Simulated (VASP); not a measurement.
Runs of VASP 6.6.1 on MnS. The structure is that of space group P6_3mc (No. 186), or close to it. The cells are those of the table. 

| level | potentials or basis | spin | cell | cutoff (eV) | gap on the mesh (eV) | pressure (GPa) | moment (μB) | largest force (eV/Å) |
| --- | --- | --- | --- | --- | --- | --- | --- | --- |
| BLYP | VASP PAW PBE potentials, release 64 (Mn_pv, S) | collinear, ferromagnetic start | a = 4.031, b = 4.031, c = 6.467 Å, angles 90.0, 90.0, 120.0°, 4 atoms | 520 | none | 2.2 | (a) | 0.24 |
| PBEsol | VASP PAW PBE potentials, release 64 (Mn_pv, S) | collinear, ferrimagnetic start | a = 3.954, b = 3.954, c = 6.343 Å, angles 90.0, 90.0, 120.0°, 4 atoms | 520 | 0.77 | -3.6 | 0.00 | 0.18 |
| BLYP | VASP PAW PBE potentials, release 64 (Mn_pv, S) | collinear, ferromagnetic start | a = 4.006, b = 4.006, c = 6.426 Å, angles 90.0, 90.0, 120.0°, 4 atoms | 520 | none | (b) | 9.86 | 0.26 |
| LDA | VASP PAW LDA potentials, release 64 (Mn_sv, S) | collinear, ferromagnetic start | a = 4.031, b = 4.031, c = 6.467 Å, angles 90.0, 90.0, 120.0°, 4 atoms | 680 | none | -6.7 | 9.79 | 0.20 |
| BLYP | VASP PAW PBE potentials, release 64 (Mn_pv, S) | collinear, ferromagnetic start | a = 3.980, b = 3.980, c = 6.385 Å, angles 90.0, 90.0, 120.0°, 4 atoms | 520 | none | 4.3 | 9.80 | 0.28 |

Alike in all rows: task single point; k mesh 8 × 8 × 4; smearing fermi-dirac 0.05 eV.

Question: Estimate the missing entries.

Answer: (a) 9.91; (b) 3.2.

Caveats: the PAW data sets were made with another functional, which shifts forces and pressure a little (at least some runs); semilocal functionals often make such compounds metallic where correlation or magnetic order opens a gap, which also shifts bond lengths (at least some runs); the run started ferromagnetic, and an antiferromagnetic order may lie lower in energy (at least some runs); the cell stands under tension (at least some runs); the cell stands under pressure (at least some runs); semilocal functionals underestimate gaps, and a narrow one can read as zero (at least some runs).

A k mesh can miss the band edges.

A gap of «none» marks levels without a gap at the run's occupations.

The runs don't all hold the same shells in valence.
